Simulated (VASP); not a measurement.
**Ir: single point with LDA**

The system is Ir.

```xyz
2
Lattice="2.7053 0.0000 0.0000 -1.3526 2.3428 0.0000 0.0000 0.0000 4.4593" Properties=species:S:1:pos:R:3 pbc="T T T"
Ir    1.3526    0.7809    3.3445
Ir    0.0000    1.5619    1.1148
```

| Quantity | Value |
| --- | --- |
| Program | VASP 6.6.1 |
| Task | single point |
| Functional | LDA |
| Potentials or basis | VASP PAW LDA potentials, release 64 (Ir) |
| Cutoff | 500 eV |
| k mesh | 18 × 18 × 10 |
| Occupations | gaussian, width 0.15 eV |
| Spin | no spin polarisation |
| Dipole correction | no |
| Further INCAR settings | ALGO = Normal; EDIFF = 1e-06; NBANDS = 16 |

The pressure is -3.9 GPa and the band gap on the k mesh is zero (band 9 reaches 11.51 eV, above the bottom of band 10 at 8.06 eV).

Stress tensor (GPa, compression positive):
```
-1.78  0.00  0.00
 0.00 -1.78  0.00
 0.00  0.00 -8.26
```

Levels at points of the mesh, in eV from the Fermi level:
| k point | band 7 | band 8 | band 9 | band 10 | band 11 | band 12 |
| --- | --- | --- | --- | --- | --- | --- |
| (0.00, 0.00, 0.00) | -3.24 | -2.25 | -2.25 | -0.93 | 0.30 | 0.30 |
| (0.50, 0.00, 0.00) | -3.10 | 0.84 | 0.93 | 1.23 | 3.04 | 4.53 |
| (0.00, 0.00, 0.50) | -3.95 | -3.95 | -0.46 | -0.46 | -0.46 | -0.46 |
| (0.50, 0.00, 0.50) | -0.94 | -0.94 | 1.07 | 1.07 | 2.06 | 2.06 |

Run time: 47 s on 1 thread of Intel(R) Xeon(R) Platinum 8488C (Sapphire Rapids), with other jobs on the host, peak memory 0.2 GiB.

Caveat: spin-orbit coupling is left out, which moves the levels of the heavy elements.
